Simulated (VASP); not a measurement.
# Cs2MnWF6 (Fm-3m) in VASP: single point with PBE

Aim: the single point of Cs2MnWF6 with PBE.

Everything below comes from runs of VASP 6.6.1. Logs are shortened: lines on timing, memory, paths and dates and some standing lists are left out, and cuts for length are marked.

## (1) The cell of the first run

It takes space group Fm-3m (No. 225, cubic). The conventional cell has a = 8.877 Å, b = 8.877 Å, c = 8.877 Å, α = 90.00°, β = 90.00°, γ = 90.00°. Within 2.5 Å of Mn (site symmetry m-3m) lie 6 F at 1.89 Å. Within 3.4 Å of W (site symmetry m-3m) lie 6 F at 2.55 Å. Cs (site symmetry -43m) has 12 F at 3.16 Å and 4 Mn at 3.84 Å and 4 W at 3.84 Å within 4.2 Å. Within 2.7 Å of F (site symmetry 4mm) lie 1 Mn at 1.89 Å and 1 W at 2.55 Å and 4 F at 2.67 Å.

## (2) Single point, PBE

INCAR reads:

```
SYSTEM = Cs2MnWF6
ALGO = Normal ; EDIFF = 1E-6
ENCUT = 520 ; GGA = PE
ISIF = 2 ; ISMEAR = 1
LASPH = .True. ; LCHARG = .True.
LELF = .True. ; LREAL = .False.
LVHAR = .True. ; LWAVE = .False.
NBANDS = 54 ; NELM = 80
PREC = Accurate ; SIGMA = 0.0868
```

KPOINTS reads:

```
k-points
0
Gamma
  7 7 7
  0 0 0
```

POSCAR reads:

```
Cs2MnWF6
1.0
    0.0000000000      4.4386950000      4.4386950000
    4.4386950000      0.0000000000      4.4386950000
    4.4386950000      4.4386950000      0.0000000000
Mn W Cs F
1 1 2 6
Direct
    0.0000000000      0.0000000000      0.0000000000
    0.5000000000      0.5000000000      0.5000000000
    0.2500000000      0.2500000000      0.2500000000
    0.7500000000      0.7500000000      0.7500000000
    0.2130000000      0.2130000000      0.7870000000
    0.7870000000      0.7870000000      0.2130000000
    0.7870000000      0.2130000000      0.2130000000
    0.2130000000      0.7870000000      0.7870000000
    0.2130000000      0.7870000000      0.2130000000
    0.7870000000      0.2130000000      0.7870000000
```

Potentials or basis: VASP PAW PBE potentials, release 64 (Mn_pv, W_sv, Cs_sv, F).

On the command line:

```
$ cat potpaw_PBE.64/Mn_pv/POTCAR potpaw_PBE.64/W_sv/POTCAR potpaw_PBE.64/Cs_sv/POTCAR potpaw_PBE.64/F/POTCAR > POTCAR
$ mpirun -np 1 vasp_std > vasp.out
```

OUTCAR:

```text
SYSTEM = Cs2MnWF6
   EDIFF = 1E-6
   ENCUT = 520
   GGA = PE
   ISIF = 2
   ISMEAR = 1
   LASPH = .True.
   LREAL = .False.
   NELM = 80
   PREC = Accurate

 ion  position               nearest neighbor table
   1  0.000  0.000  0.000-   5 1.89   6 1.89   7 1.89   8 1.89   9 1.89  10 1.89
   2  0.500  0.500  0.500-   5 2.55   6 2.55   7 2.55   8 2.55   9 2.55  10 2.55
   3  0.250  0.250  0.250-
   4  0.750  0.750  0.750-
   5  0.213  0.213  0.787-   1 1.89   2 2.55
   6  0.787  0.787  0.213-   1 1.89   2 2.55
   7  0.787  0.213  0.213-   1 1.89   2 2.55
   8  0.213  0.787  0.787-   1 1.89   2 2.55
   9  0.213  0.787  0.213-   1 1.89   2 2.55
  10  0.787  0.213  0.787-   1 1.89   2 2.55

  LATTYP: Found a face centered cubic cell.
 ALAT       =     8.8773900000

  Lattice vectors:

 A1 = (   0.0000000000,   4.4386950000,   4.4386950000)
 A2 = (   4.4386950000,   0.0000000000,   4.4386950000)
 A3 = (   4.4386950000,   4.4386950000,   0.0000000000)

Analysis of symmetry for initial positions (statically):
=====================================================================
 Subroutine PRICEL returns:
 Original cell was already a primitive cell.

 Routine SETGRP: Setting up the symmetry group for a
 face centered cubic supercell.

 Subroutine GETGRP returns: Found 48 space group operations
 (whereof 48 operations were pure point group operations)
 out of a pool of 48 trial point group operations.

The static configuration has the point symmetry O_h .

Analysis of symmetry for dynamics (positions and initial velocities):
=====================================================================
 Subroutine PRICEL returns:
 Original cell was already a primitive cell.

 Routine SETGRP: Setting up the symmetry group for a
 face centered cubic supercell.

 Subroutine GETGRP returns: Found 48 space group operations
 (whereof 48 operations were pure point group operations)
 out of a pool of 48 trial point group operations.

The dynamic configuration has the point symmetry O_h .

 Subroutine INISYM returns: Found 48 space group operations
 (whereof 48 operations are pure point group operations),
 and found     1 'primitive' translations

----------------------------------------------------------------------------------------

                                     Primitive cell

  volume of cell :     174.9025

  direct lattice vectors                    reciprocal lattice vectors
     0.000000000  4.438695000  4.438695000    -0.112645721  0.112645721  0.112645721
     4.438695000  0.000000000  4.438695000     0.112645721 -0.112645721  0.112645721
     4.438695000  4.438695000  0.000000000     0.112645721  0.112645721 -0.112645721

  length of vectors
     6.277262668  6.277262668  6.277262668     0.195108113  0.195108113  0.195108113

  position of ions in fractional coordinates (direct lattice)
     0.000000000  0.000000000  0.000000000
     0.500000000  0.500000000  0.500000000
     0.250000000  0.250000000  0.250000000
     0.750000000  0.750000000  0.750000000
     0.213000000  0.213000000  0.787000000
     0.787000000  0.787000000  0.213000000
     0.787000000  0.213000000  0.213000000
     0.213000000  0.787000000  0.787000000
     0.213000000  0.787000000  0.213000000
     0.787000000  0.213000000  0.787000000

  ion indices of the primitive-cell ions
   primitive index   ion index
                 1           1
                 2           2
                 3           3
                 4           4
                 5           5
                 6           6
                 7           7
                 8           8
                 9           9
                10          10

----------------------------------------------------------------------------------------

 KPOINTS: k-points

Automatic generation of k-mesh.
 Grid dimensions read from file:
 generate k-points for:    7    7    7

 Generating k-lattice:

  Cartesian coordinates                     Fractional coordinates (reciprocal lattice)
    -0.016092246  0.016092246  0.016092246     0.142857143  0.000000000  0.000000000
     0.016092246 -0.016092246  0.016092246     0.000000000  0.142857143  0.000000000
     0.016092246  0.016092246 -0.016092246     0.000000000  0.000000000  0.142857143

  Length of vectors
     0.027872588  0.027872588  0.027872588

  Shift w.r.t. Gamma in fractional coordinates (k-lattice)
     0.000000000  0.000000000  0.000000000

 Subroutine IBZKPT returns following result:
 ===========================================

 Found     20 irreducible k-points:

 Following reciprocal coordinates:
            Coordinates               Weight
  0.000000  0.000000  0.000000      1.000000
  0.142857  0.000000  0.000000      8.000000
  0.285714  0.000000  0.000000      8.000000
  0.428571  0.000000  0.000000      8.000000
  0.142857  0.142857  0.000000      6.000000
  0.285714  0.142857  0.000000     24.000000
[... 12 lines left out ...]
 -0.428571  0.428571  0.142857     24.000000
 -0.285714  0.428571  0.142857     24.000000
   k-points           NKPTS =     20   k-points in BZ     NKDIM =     20   number of bands    NBANDS=     54
   number of dos      NEDOS =    301   number of ions     NIONS =     10
   total plane-waves  NPLWV = 110592
   dimension x,y,z NGX =    48 NGY =   48 NGZ =   48
   dimension x,y,z NGXF=    96 NGYF=   96 NGZF=   96
   ions per type =               1   1   2   6
   NGX,Y,Z   is equivalent  to a cutoff of  12.71, 12.71, 12.71 a.u.
   NGXF,Y,Z  is equivalent  to a cutoff of  25.42, 25.42, 25.42 a.u.
 SYSTEM =  Cs2MnWF6
   PREC   = accura    normal or accurate (medium, high low for compatibility)
   ISTART =      0    job   : 0-new  1-cont  2-samecut
   ICHARG =      2    charge: 1-file 2-atom 10-const
   ISPIN  =      1    spin polarized calculation?
   LNONCOLLINEAR =      F non collinear calculations
   LSORBIT =      F    spin-orbit coupling
   LASPH  =      T    aspherical Exc in radial PAW
   ENCUT  =  520.0 eV  38.22 Ry    6.18 a.u.  11.67 11.67 11.67*2*pi/ulx,y,z
   NELM   =     80;   NELMIN=  2; NELMDL= -5     # of ELM steps
   EDIFF  = 0.1E-05   stopping-criterion for ELM
   LREAL  =      F    real-space projection
   EDIFFG = 0.1E-04   stopping-criterion for IOM
   NSW    =      0    number of steps for IOM
   IBRION =     -1    ionic relax: 0-MD 1-quasi-New 2-CG
   NFREE  =      0    steps in history (QN), initial steepest desc. (CG)
   ISIF   =      2    stress and relaxation
   ISYM   =      2    0-nonsym 1-usesym 2-fastsym
   POTIM  = 0.5000    time-step for ionic-motion
   TEBEG  =    0.0;   TEEND  =   0.0 temperature during run
   PSTRESS=    0.0 pullay stress
   NELECT =      87.0000    total number of electrons
   NUPDOWN=      -1.0000    fix difference up-down
   EMIN   =  10.00;   EMAX   =-10.00  energy-range for DOS
   EFERMI =   0.00;   METHOD = LEGACY
   ISMEAR =     1;   SIGMA  =   0.09  broadening in eV -4-tet -1-fermi 0-gaus
   EFERMI_NEDOS =   21; number of points for ismear=-14 and -15
   IALGO  =     38    algorithm
   IMIX   =      4    mixing-type and parameters
     AMIX     =   0.40;   BMIX     =  1.00
     AMIX_MAG =   1.60;   BMIX_MAG =  1.00
  volume/ion in A,a.u.               =      17.49       118.03
  Fermi-wavevector in a.u.,A,eV,Ry     =   1.297127  2.451215 22.892337  1.682539
  Thomas-Fermi vector in A             =   2.428540
   LORBIT       =      0    0 simple, 1 ext, 2 COOP (PROOUT), +10 PAW based schemes
   GGA     = PE    functional components
   LHFCALC =     F    Hartree Fock is set to
   AEXX    =    0.0000 exact exchange contribution
   IVDW    =     0    specifies the selected vdW correction
   LEPSILON=     F    determine dielectric tensor
   LRPA    =     F    only Hartree local field effects (RPA)
 non-spin polarized calculation
 Methfessel and Paxton  Order N= 1 SIGMA  =   0.09
  energy-cutoff  :      520.00
  volume of cell :      174.90
 maximum number of plane-waves:      4729
   NGX = 23   NGY = 23   NGZ = 23

 number of electron      86.9999972 magnetization

 Free energy of the ion-electron system (eV)
  ---------------------------------------------------
  ext. energy  EPLUGINS =         0.00000000
  ---------------------------------------------------
  free energy    TOTEN  =       -48.96571866 eV

  energy without entropy =      -48.97467416  energy(sigma->0) =      -48.96870383

 E-fermi :   3.7464     XC(G=0):  -9.6894

 val. band max:        3.7284389083   @ k =   0.0000   0.0000   0.0000
 cond. band min:       3.7778852147   @ k =  -0.2857   0.4286   0.1429
 fundamental gap:      0.0494463064
 Fermi energy:         3.7463908214

 k-point     1 :       0.0000    0.0000    0.0000
  band No.  band energies     occupation
      1     -70.7597      2.00000
      2     -44.7335      2.00000
      3     -44.7335      2.00000
      4     -44.7334      2.00000
      5     -34.9672      2.00000
      6     -34.9671      2.00000
[... 46 lines left out ...]
     53       7.4184      0.00000
     54       7.7458      0.00000

 k-point     2 :       0.1429    0.0000    0.0000
  band No.  band energies     occupation
      1     -70.7597      2.00000
      2     -44.7335      2.00000
      3     -44.7335      2.00000
      4     -44.7334      2.00000
      5     -34.9672      2.00000
      6     -34.9671      2.00000
[... 46 lines left out ...]
     53       7.5806      0.00000
     54       7.9229      0.00000
[... 967 lines left out ...]
     53       8.4864      0.00000
     54       8.7508      0.00000

 k-point    20 :      -0.2857    0.4286    0.1429
  band No.  band energies     occupation
      1     -70.7597      2.00000
      2     -44.7335      2.00000
      3     -44.7335      2.00000
      4     -44.7334      2.00000
      5     -34.9672      2.00000
      6     -34.9672      2.00000
[... 46 lines left out ...]
     53       8.6680      0.00000
     54       8.8167      0.00000

------------------------ aborting loop because EDIFF is reached ----------------------------------------

  FORCE on cell =-STRESS in cart. coord.  units (eV):
  Direction    XX          YY          ZZ          XY          YZ          ZX
  --------------------------------------------------------------------------------------
  -------------------------------------------------------------------------------------
  Total       -1.4425898     -1.4425898     -1.4425898     -0.0000000      0.0000000     -0.0000000
  in kB      -13.2147067    -13.2147067    -13.2147067     -0.0000000      0.0000000     -0.0000000
  external PRESSURE =     -13.2147067 kB  Pullay stress =       0.0000000 kB

 VOLUME and BASIS-vectors are now :
 -----------------------------------------------------------------------------
  energy-cutoff  :      520.00
  volume of cell :      174.90
      direct lattice vectors                 reciprocal lattice vectors
     0.000000000  4.438695000  4.438695000    -0.112645721  0.112645721  0.112645721
     4.438695000  0.000000000  4.438695000     0.112645721 -0.112645721  0.112645721
     4.438695000  4.438695000  0.000000000     0.112645721  0.112645721 -0.112645721

 POSITION                                       TOTAL-FORCE (eV/Angst)
 -----------------------------------------------------------------------------------
      0.00000      0.00000      0.00000         0.000000      0.000000      0.000000
      4.43870      4.43870      4.43870        -0.000000      0.000000      0.000000
      2.21935      2.21935      2.21935         0.000000      0.000000      0.000000
      6.65804      6.65804      6.65804        -0.000000      0.000000      0.000000
      4.43870      4.43870      1.89088         0.000000      0.000000      2.050966
      4.43870      4.43870      6.98651         0.000000      0.000000     -2.050966
      1.89088      4.43870      4.43870         2.050966      0.000000      0.000000
      6.98651      4.43870      4.43870        -2.050966      0.000000      0.000000
      4.43870      1.89088      4.43870         0.000000      2.050966      0.000000
      4.43870      6.98651      4.43870         0.000000     -2.050966      0.000000
 -----------------------------------------------------------------------------------
    total drift:                                0.000000      0.000000     -0.000000

  FREE ENERGIE OF THE ION-ELECTRON SYSTEM (eV)
  ---------------------------------------------------
  free  energy   TOTEN  =       -48.9657186624 eV

  energy  without entropy=      -48.9746741628  energy(sigma->0) =      -48.96870383
```

Run time: 4.2 min. Hardware: 1 thread of Intel Xeon Platinum 8375C at 2.90GHz (Ice Lake), shared host; peak memory 0.41 GiB.

What came out:

```
Free energy            : -48.9657 eV
Pressure               : -1.3 GPa
Largest force          : 2.051 eV/Å
Band gap on the k mesh : zero (an odd number of electrons rules out a gap without spin polarisation)
```

Forces in eV/Å, atoms in the order of the input:
```
Mn   0.000  0.000  0.000
W    0.000  0.000  0.000
Cs   0.000  0.000  0.000
Cs   0.000  0.000  0.000
F    0.000  0.000  2.051
F    0.000  0.000 -2.051
F    2.051  0.000  0.000
F   -2.051  0.000  0.000
F    0.000  2.051  0.000
F    0.000 -2.051  0.000
```

Levels at points of the mesh, in eV from the Fermi level:
```csv
k point,band 39,band 40,band 41,band 42,band 43,band 44,band 45,band 46,band 47,band 48
"(0.00, 0.00, 0.00)",-4.97,-0.60,-0.60,-0.60,-0.02,0.29,0.29,0.29,0.29,0.29
```

Caveat: spin-orbit coupling is left out, which moves the levels of the heavy elements; an odd number of electrons without spin polarisation forces a metal; a magnetic or distorted state may lie lower; the run has no spin polarisation, though such a crystal can be magnetic; semilocal functionals often make such compounds metallic where correlation or magnetic order opens a gap, which also shifts bond lengths.
